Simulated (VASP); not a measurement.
# AlNi (P4/mmm) in VASP: further runs, part 2 of 2

VASP 6.6.1.

## 3. Single point, PBE (strain +0.025 along x and y, +0.000 along z)

File INCAR:

```
SYSTEM = AlNi
  PREC = Accurate
  ENCUT = 520
  EDIFF = 1E-7
  ISMEAR = 0
  SIGMA = 0.15
  LREAL = .False.
  LASPH = .True.
  NELM = 100
  ALGO = Fast
  ISIF = 2
  LWAVE = .False.
  LCHARG = .True.
  GGA = PE
  LELF = .True.
  LVHAR = .True.
  NBANDS = 14
```

File KPOINTS:

```
regular mesh
0
Gamma
  20 20 20
  0 0 0
```

File POSCAR:

```
AlNi
1.0
    2.9654106162      0.0000000000      0.0000000000
    0.0000000000      2.9654106162      0.0000000000
    0.0000000000      0.0000000000      2.8930835280
Al Ni
1 1
Direct
    0.0000000000      0.0000000000      0.0000000000
    0.5000000000      0.5000000000      0.5000000000
```

Potentials or basis: VASP PAW PBE potentials, release 64 (Al, Ni).

On the command line:

```bash
cat potpaw_PBE.64/Al/POTCAR potpaw_PBE.64/Ni/POTCAR > POTCAR
mpirun -np 1 vasp_std > vasp.out
```

OUTCAR:

```text
SYSTEM = AlNi
   PREC = Accurate
   ENCUT = 520
   EDIFF = 1E-7
   ISMEAR = 0
   LREAL = .False.
   LASPH = .True.
   NELM = 100
   ISIF = 2
   GGA = PE

 ion  position               nearest neighbor table
   1  0.000  0.000  0.000-   2 2.55   2 2.55   2 2.55   2 2.55   2 2.55   2 2.55   2 2.55   2 2.55

   2  0.500  0.500  0.500-   1 2.55   1 2.55   1 2.55   1 2.55   1 2.55   1 2.55   1 2.55   1 2.55

  LATTYP: Found a simple tetragonal cell.
 ALAT       =     2.9654106162
 C/A-ratio  =     0.9756097561

  Lattice vectors:

 A1 = (   2.9654106162,   0.0000000000,   0.0000000000)
 A2 = (   0.0000000000,   2.9654106162,   0.0000000000)
 A3 = (   0.0000000000,   0.0000000000,   2.8930835280)

Analysis of symmetry for initial positions (statically):
=====================================================================
 Subroutine PRICEL returns:
 Original cell was already a primitive cell.

 Routine SETGRP: Setting up the symmetry group for a
 simple tetragonal supercell.

 Subroutine GETGRP returns: Found 16 space group operations
 (whereof 16 operations were pure point group operations)
 out of a pool of 16 trial point group operations.

The static configuration has the point symmetry D_4h.

Analysis of symmetry for dynamics (positions and initial velocities):
=====================================================================
 Subroutine PRICEL returns:
 Original cell was already a primitive cell.

 Routine SETGRP: Setting up the symmetry group for a
 simple tetragonal supercell.

 Subroutine GETGRP returns: Found 16 space group operations
 (whereof 16 operations were pure point group operations)
 out of a pool of 16 trial point group operations.

The dynamic configuration has the point symmetry D_4h.

 Subroutine INISYM returns: Found 16 space group operations
 (whereof 16 operations are pure point group operations),
 and found     1 'primitive' translations

----------------------------------------------------------------------------------------

                                     Primitive cell
[... 123 lines left out ...]
 RMM-DIIS sequential band-by-band and
 Gauss-broadening in eV      SIGMA  =   0.15
  energy-cutoff  :      520.00
  volume of cell :       25.44
 maximum number of plane-waves:       723
 NGX is ok and might be reduce to    24
   NGX = 11   NGY = 11   NGZ = 11

 number of electron      12.9999993 magnetization

 Free energy of the ion-electron system (eV)
  ---------------------------------------------------
  ext. energy  EPLUGINS =         0.00000000
  ---------------------------------------------------
  free energy    TOTEN  =       -10.51307807 eV

  energy without entropy =      -10.50265077  energy(sigma->0) =      -10.50786442

 E-fermi :   9.2311     XC(G=0): -11.7541

 val. band max:        9.2297207979   @ k =   0.4500   0.4500   0.3500
 cond. band min:       9.2329116817   @ k =   0.3500   0.1000   0.3500
 fundamental gap:      0.0031908838
 Fermi energy:         9.2310577831

 k-point     1 :       0.0000    0.0000    0.0000
  band No.  band energies     occupation
      1      -1.4638      2.00000
      2       6.2812      2.00000
      3       6.2961      2.00000
      4       7.7723      2.00000
      5       7.8346      2.00000
      6       7.8346      2.00000
      7      14.1955      0.00000
      8      14.1955      0.00000
      9      15.0457      0.00000
     10      17.0575      0.00000
     11      17.2234      0.00000
     12      21.9281      0.00000
     13      29.0854      0.00000
     14      29.6393      0.00000
[... 377 lines left out ...]
      1      -0.6057      2.00000
      2       6.1369      2.00000
      3       6.4196      2.00000
      4       7.4258      2.00000
      5       7.6210      2.00000
      6       7.8028      2.00000
      7      10.8277      0.00000
      8      13.5229      0.00000
      9      16.1124      0.00000
     10      18.2345      0.00000
     11      20.6757      0.00000
     12      23.3110      0.00000
     13      24.7567      0.00000
     14      25.7601      0.00000

 [... further k-points ...]

------------------------ aborting loop because EDIFF is reached ----------------------------------------

  FORCE on cell =-STRESS in cart. coord.  units (eV):
  Direction    XX          YY          ZZ          XY          YZ          ZX
  --------------------------------------------------------------------------------------
  -------------------------------------------------------------------------------------
  Total       -1.2190120     -1.2190120     -0.9622041      0.0000000      0.0000000      0.0000000
  in kB      -76.7693598    -76.7693598    -60.5964463      0.0000000      0.0000000      0.0000000
  external PRESSURE =     -71.3783886 kB  Pullay stress =       0.0000000 kB

 VOLUME and BASIS-vectors are now :
 -----------------------------------------------------------------------------
  energy-cutoff  :      520.00
  volume of cell :       25.44
      direct lattice vectors                 reciprocal lattice vectors
     2.965410616  0.000000000  0.000000000     0.337221427  0.000000000  0.000000000
     0.000000000  2.965410616  0.000000000     0.000000000  0.337221427  0.000000000
     0.000000000  0.000000000  2.893083528     0.000000000  0.000000000  0.345651963

 POSITION                                       TOTAL-FORCE (eV/Angst)
 -----------------------------------------------------------------------------------
      0.00000      0.00000      0.00000         0.000000      0.000000      0.000000
      1.48271      1.48271      1.44654         0.000000      0.000000      0.000000
 -----------------------------------------------------------------------------------
    total drift:                                0.000000      0.000000     -0.000000

  FREE ENERGIE OF THE ION-ELECTRON SYSTEM (eV)
  ---------------------------------------------------
  free  energy   TOTEN  =       -10.5130780727 eV

  energy  without entropy=      -10.5026507651  energy(sigma->0) =      -10.50786442
```

Run time: 4.2 min. Hardware: 1 thread of Intel Xeon 8259CL, shared host; peak memory 0.37 GiB.

What came out:

```
Free energy            : -10.5131 eV
Pressure               : -7.1 GPa
Band gap on the k mesh : zero (an odd number of electrons rules out a gap without spin polarisation)
```

Caveat: the cell differs from its parent crystal (strain +0.025 along x and y, +0.000 along z); the cell stands under tension.

## 4. Single point, PBE (strain +0.050 along x and y, -0.025 along z)

File INCAR:

```
SYSTEM = AlNi
ALGO = Fast
EDIFF = 1E-6
ENCUT = 520
GGA = PE
ISIF = 2
ISMEAR = 0
LASPH = .True.
LCHARG = .True.
LELF = .True.
LREAL = .False.
LVHAR = .True.
LWAVE = .False.
NBANDS = 14
NELM = 80
PREC = Accurate
SIGMA = 0.15
```

File KPOINTS:

```
k-points
0
Gamma
  20 20 20
  0 0 0
```

File POSCAR:

```
AlNi
1.0
    3.0377377044      0.0000000000      0.0000000000
    0.0000000000      3.0377377044      0.0000000000
    0.0000000000      0.0000000000      2.8207564398
Al Ni
1 1
Direct
    0.0000000000      0.0000000000      0.0000000000
    0.5000000000      0.5000000000      0.5000000000
```

On the command line:

```bash
cat potpaw_PBE.64/Al/POTCAR potpaw_PBE.64/Ni/POTCAR > POTCAR
mpirun -np 1 vasp_std > vasp.out
```

Run time: 4 min. Hardware: 1 thread of Intel Xeon 8259CL, shared host; peak memory 0.37 GiB.

The run converged. Its results:

```yaml
Free_energy: -10.4647 eV
Pressure: -9.6 GPa
Band_gap_on_the_k_mesh: zero (an odd number of electrons rules out a gap without spin polarisation)
```

Stress tensor (GPa, compression positive):
```
-11.41   0.00   0.00
  0.00 -11.41   0.00
  0.00   0.00  -6.06
```

Levels at points of the mesh, in eV from the Fermi level:
| k point | band 5 | band 6 | band 7 | band 8 | band 9 | band 10 |
| --- | --- | --- | --- | --- | --- | --- |
| (0.00, 0.00, 0.00) | -1.31 | -1.31 | 4.34 | 4.34 | 6.90 | 7.55 |
| (0.50, 0.00, 0.00) | -1.76 | -1.25 | -0.76 | 7.99 | 8.74 | 9.18 |
| (0.50, 0.50, 0.00) | -1.65 | -1.65 | -1.01 | 0.90 | 1.69 | 12.58 |
| (0.00, 0.00, 0.50) | -2.13 | -1.38 | -0.28 | 8.22 | 9.05 | 9.05 |
| (0.50, 0.00, 0.50) | -1.97 | -1.89 | -0.89 | 1.61 | 2.27 | 10.86 |
| (0.50, 0.50, 0.50) | -0.81 | 2.07 | 2.07 | 2.17 | 3.00 | 3.59 |

Caveat: the cell differs from its parent crystal (strain +0.050 along x and y, -0.025 along z); the cell stands under tension. Spin polarisation is off, so any magnetic state and its effect on volume and gap are missing.

## 5. Single point, PBE (strain +0.050 along x and y, +0.000 along z)

File INCAR:

```
  ALGO = Fast
  EDIFF = 1E-7
  ENCUT = 520
  GGA = PE
  ISIF = 2
  ISMEAR = 0
  LASPH = T
  LCHARG = T
  LELF = T
  LREAL = F
  LVHAR = T
  LWAVE = F
  NBANDS = 14
  NELM = 80
  PREC = Accurate
  SIGMA = 0.15
```

File KPOINTS:

```
k-points
0
Gamma
  20 20 20
```

Changes to POSCAR since step 4:

```diff
@@ -4,3 +4,3 @@
     0.0000000000      3.0377377044      0.0000000000
-    0.0000000000      0.0000000000      2.8207564398
+    0.0000000000      0.0000000000      2.8930835280
 Al Ni
```

On the command line:

```bash
cat potpaw_PBE.64/Al/POTCAR potpaw_PBE.64/Ni/POTCAR > POTCAR
mpirun -np 1 vasp_std > vasp.out
```

It took 4.1 min on 1 thread of Intel Xeon 8259CL, shared host; peak memory 0.37 GiB.

The run converged. Its results:

* Free energy: -10.4304 eV
* Pressure: -12.5 GPa
* Band gap on the k mesh: zero (an odd number of electrons rules out a gap without spin polarisation)

Stress tensor (GPa, compression positive):
```
-13.45   0.00   0.00
  0.00 -13.45   0.00
  0.00   0.00 -10.54
```

Levels at points of the mesh, in eV from the Fermi level:
```tsv
k point	band 4	band 5	band 6	band 7	band 8	band 9	band 10	band 11
(0.00, 0.00, 0.00)	-1.41	-1.29	-1.29	4.53	4.53	6.16	7.58	7.82
(0.50, 0.00, 0.00)	-2.02	-1.78	-1.23	-0.69	8.05	8.92	9.26	10.49
(0.50, 0.50, 0.00)	-2.77	-1.66	-1.66	-0.94	1.02	1.72	11.85	14.89
(0.00, 0.00, 0.50)	-2.02	-2.02	-1.31	-0.38	8.16	9.12	9.12	9.72
(0.50, 0.00, 0.50)	-2.36	-1.86	-1.81	-0.86	1.46	2.09	10.76	13.73
(0.50, 0.50, 0.50)	-0.91	-0.81	2.08	2.08	2.15	2.77	3.66	4.15
```

Caveat: the cell differs from its parent crystal (strain +0.050 along x and y, +0.000 along z); the cell stands under tension. Spin polarisation is off, so any magnetic state and its effect on volume and gap are missing.

## 6. Single point, PBE (strain +0.025 along x and y, +0.050 along z)

File INCAR:

```
SYSTEM = AlNi
ALGO     = Fast           ! electronic algorithm
EDIFF    = 1E-6           ! SCF threshold, eV
ENCUT    = 520            ! plane-wave cutoff, eV
GGA      = PE             ! functional
ISIF     = 2              ! what is computed and relaxed
ISMEAR   = 0              ! smearing method
LASPH    = .TRUE.         ! aspherical terms in the spheres
LCHARG   = .TRUE.         ! write CHGCAR
LELF     = .TRUE.         ! ELF
LREAL    = .FALSE.        ! projectors in reciprocal space
LVHAR    = .TRUE.       
LWAVE    = .FALSE.        ! write WAVECAR
NBANDS   = 14             ! bands
NELM     = 80             ! most SCF steps
PREC     = Accurate       ! precision mode
SIGMA    = 0.15           ! smearing width, eV
```

File KPOINTS:

```
k-points
0
G
  20 20 20
  0 0 0
```

File POSCAR:

```
AlNi
1.0
    2.9654106162      0.0000000000      0.0000000000
    0.0000000000      2.9654106162      0.0000000000
    0.0000000000      0.0000000000      3.0377377044
Al Ni
1 1
Direct
    0.0000000000      0.0000000000      0.0000000000
    0.5000000000      0.5000000000      0.5000000000
```

Potentials or basis: VASP PAW PBE potentials, release 64 (Al, Ni).

On the command line:

```bash
cat potpaw_PBE.64/Al/POTCAR potpaw_PBE.64/Ni/POTCAR > POTCAR
mpirun -np 1 vasp_std > vasp.out
```

Run time: 4.7 min. Hardware: 1 thread of Intel Xeon 8259CL, shared host; peak memory 0.38 GiB.

Results (log left out):

| Item | Value |
| --- | --- |
| Free energy | -10.4351 eV |
| Pressure | -12.6 GPa |
| Band gap on the k mesh | zero (an odd number of electrons rules out a gap without spin polarisation) |

Stress tensor (GPa, compression positive):
```
-12.23   0.00   0.00
  0.00 -12.23   0.00
  0.00   0.00 -13.35
```

Levels at points of the mesh, in eV from the Fermi level:
| k point | band 5 | band 6 | band 7 | band 8 | band 9 | band 10 |
| --- | --- | --- | --- | --- | --- | --- |
| (0.00, 0.00, 0.00) | -1.35 | -1.29 | 4.53 | 5.32 | 5.32 | 7.65 |
| (0.50, 0.00, 0.00) | -1.90 | -1.27 | -0.53 | 8.11 | 9.02 | 9.49 |
| (0.50, 0.50, 0.00) | -1.83 | -1.83 | -0.85 | 1.44 | 2.09 | 10.75 |
| (0.00, 0.00, 0.50) | -1.90 | -1.23 | -0.68 | 8.13 | 9.68 | 9.68 |
| (0.50, 0.00, 0.50) | -1.75 | -1.74 | -0.90 | 1.23 | 1.91 | 11.27 |
| (0.50, 0.50, 0.50) | -0.83 | 2.07 | 2.11 | 2.11 | 2.76 | 3.91 |

Caveat: the cell differs from its parent crystal (strain +0.025 along x and y, +0.050 along z); the cell stands under tension.

## 7. Single point, PBE (strain +0.050 along x and y, +0.025 along z)

File INCAR:

```
SYSTEM = AlNi
  ALGO = Fast
  EDIFF = 1E-7
  ENCUT = 520
  GGA = PE
  ISIF = 2
  ISMEAR = 0
  LASPH = .True.
  LCHARG = .False.
  LREAL = .False.
  LWAVE = .False.
  NBANDS = 14
  NELM = 60
  PREC = Accurate
  SIGMA = 0.15
```

File KPOINTS:

```
k-points
0
Gamma
  20 20 20
  0 0 0
```

File POSCAR:

```
AlNi
1.0
    3.0377377044      0.0000000000      0.0000000000
    0.0000000000      3.0377377044      0.0000000000
    0.0000000000      0.0000000000      2.9654106162
Al Ni
1 1
Direct
    0.0000000000      0.0000000000      0.0000000000
    0.5000000000      0.5000000000      0.5000000000
```

On the command line:

```bash
cat potpaw_PBE.64/Al/POTCAR potpaw_PBE.64/Ni/POTCAR > POTCAR
mpirun -np 1 vasp_std > vasp.out
```

It took 4.9 min on 1 thread of Intel Xeon 8259CL, shared host; peak memory 0.38 GiB.

Results (log left out):

```
Free energy            : -10.3793 eV
Pressure               : -14.8 GPa
Band gap on the k mesh : zero (an odd number of electrons rules out a gap without spin polarisation)
```

Stress tensor (GPa, compression positive):
```
-15.18   0.00   0.00
  0.00 -15.18   0.00
  0.00   0.00 -13.95
```

Levels at points of the mesh, in eV from the Fermi level:
| k point | band 4 | band 5 | band 6 | band 7 | band 8 | band 9 | band 10 | band 11 |
| --- | --- | --- | --- | --- | --- | --- | --- | --- |
| (0.00, 0.00, 0.00) | -1.32 | -1.27 | -1.27 | 4.70 | 4.70 | 5.48 | 7.60 | 7.76 |
| (0.50, 0.00, 0.00) | -1.92 | -1.80 | -1.20 | -0.62 | 8.07 | 9.10 | 9.34 | 9.85 |
| (0.50, 0.50, 0.00) | -2.61 | -1.66 | -1.66 | -0.88 | 1.12 | 1.75 | 11.20 | 14.43 |
| (0.00, 0.00, 0.50) | -1.91 | -1.91 | -1.24 | -0.47 | 8.10 | 9.19 | 9.19 | 9.56 |
| (0.50, 0.00, 0.50) | -2.41 | -1.75 | -1.73 | -0.84 | 1.33 | 1.92 | 10.68 | 13.83 |
| (0.50, 0.50, 0.50) | -0.86 | -0.81 | 2.10 | 2.10 | 2.14 | 2.57 | 3.74 | 3.97 |

Caveat: the cell differs from its parent crystal (strain +0.050 along x and y, +0.025 along z); the cell stands under tension.

## 8. Summary

```tsv
cell	further INCAR settings	gap on the mesh (eV)	pressure (GPa)
a = 2.893, b = 2.893, c = 3.038 Å, 2 atoms	ALGO = Fast; EDIFF = 1e-07; NBANDS = 14	none	-7.0
a = 2.965, b = 2.965, c = 2.893 Å, 2 atoms	ALGO = Fast; EDIFF = 1e-07; NBANDS = 14	none	-7.1
a = 3.038, b = 3.038, c = 2.821 Å, 2 atoms	ALGO = Fast; EDIFF = 1e-06; NBANDS = 14	none	-9.6
a = 3.038, b = 3.038, c = 2.893 Å, 2 atoms	ALGO = Fast; EDIFF = 1e-07; NBANDS = 14	none	-12.5
a = 2.965, b = 2.965, c = 3.038 Å, 2 atoms	ALGO = Fast; EDIFF = 1e-06; NBANDS = 14	none	-12.6
a = 3.038, b = 3.038, c = 2.965 Å, 2 atoms	ALGO = Fast; EDIFF = 1e-07; NBANDS = 14	none	-14.8
```

Alike in all rows: task single point; level PBE; potentials or basis VASP PAW PBE potentials, release 64 (Al, Ni); no spin polarisation; k mesh 20 × 20 × 20; cutoff (eV) 520; smearing gaussian 0.15 eV.

Caveats: the cell stands under tension.

Absolute energies hang on the potentials; compare differences alone.
